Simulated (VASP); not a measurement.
Input of a VASP 6.6.1 run:

The input INCAR:

```
SYSTEM = BP
PREC     = Accurate       ! precision mode
ENCUT    = 500            ! plane-wave cutoff, eV
EDIFF    = 1E-8           ! SCF threshold, eV
ISMEAR   = 0              ! smearing method
SIGMA    = 0.01           ! smearing width, eV
LREAL    = .FALSE.        ! projectors in reciprocal space
LASPH    = .TRUE.         ! aspherical terms in the spheres
NELM     = 120            ! most SCF steps
ALGO     = Normal         ! electronic algorithm
ISIF     = 2              ! what is computed and relaxed
LWAVE    = .FALSE.        ! write WAVECAR
LCHARG   = .TRUE.         ! write CHGCAR
GGA      = PE             ! functional
IBRION   = 8              ! ionic algorithm
NSW      = 1              ! ionic steps
LEPSILON = .TRUE.         ! dielectric tensor by DFPT
GGA_COMPAT= .FALSE.
```

Contents of KPOINTS:

```
Automatic mesh
0
G
  10 10 10
  0 0 0
```

The input POSCAR:

```
BP
1.0
    0.0000000000      2.2588887007      2.2588887007
    2.2588887007      0.0000000000      2.2588887007
    2.2588887007      2.2588887007      0.0000000000
B P
1 1
Direct
    0.0000000000      0.0000000000      0.0000000000
    0.2500000000      0.2500000000      0.2500000000
```

Potentials or basis: VASP PAW PBE potentials, release 64 (B, P).

Run with:

```bash
$ cat potpaw_PBE.64/B/POTCAR potpaw_PBE.64/P/POTCAR > POTCAR
$ mpirun -np 1 vasp_std > vasp.out
```

Question: Estimate the electronic dielectric tensor (diagonal).

Answer: 9.27.

Question: What does it give for the Born charges (mean of the diagonal)?

Answer: B -0.54; P +0.54 e.

Question: What does it give for the highest phonon frequency at Γ, LO-TO splitting left out?

Answer: 815 cm⁻¹.

Phonon frequencies in cm⁻¹ (negative: imaginary):
```
              q point        frequencies
(0.000, 0.000, 0.000)  0 0 0 815 815 815
```

Caveat: the cell differs from its parent crystal (phonons at volume x 0.98); the cell wasn't relaxed at this level first, which shifts response properties.
